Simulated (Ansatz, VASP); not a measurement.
One calculation of ZrHPb3, two programs

```
Zr H Pb
1.0
     4.86742    0.00000    0.00000
     0.00000    4.86742    0.00000
     0.00000    0.00000    4.86742
Zr H Pb
1 1 3
Direct
  0.00000 0.00000 0.00000
  0.50000 0.50000 0.50000
  0.00000 0.50000 0.50000
  0.50000 0.00000 0.50000
  0.50000 0.50000 0.00000
```

Change from the starting cell: species swapped into the TbBPd3 type (Pm-3m, No. 221).

Alike in both runs: functional PBE; k mesh 4 × 4 × 4; occupations gaussian, width 0.1 eV; no spin polarisation.

Ansatz relaxed the structure, and its values are those at the end. VASP's run is a single point on that final structure, the one shown.

|  | VASP | Ansatz |
| --- | --- | --- |
| version | VASP 6.6.1 | Ansatz 0.2.0 |
| potentials or method | VASP PAW PBE potentials, release 64 (Zr_sv, H, Pb_d), cutoff 520 eV | scalar-relativistic, plane waves, PAW |
| valence electrons in the cell | 55 | 55 |

```tsv
	VASP	Ansatz	Ansatz less VASP
gap on the k mesh at the Fermi level (eV)	none	none	-
pressure (GPa)	0.0	0.0	+0.04
```

A gap of «none» marks a metal or a gap that the smearing closes.

Spin-orbit coupling is off throughout.
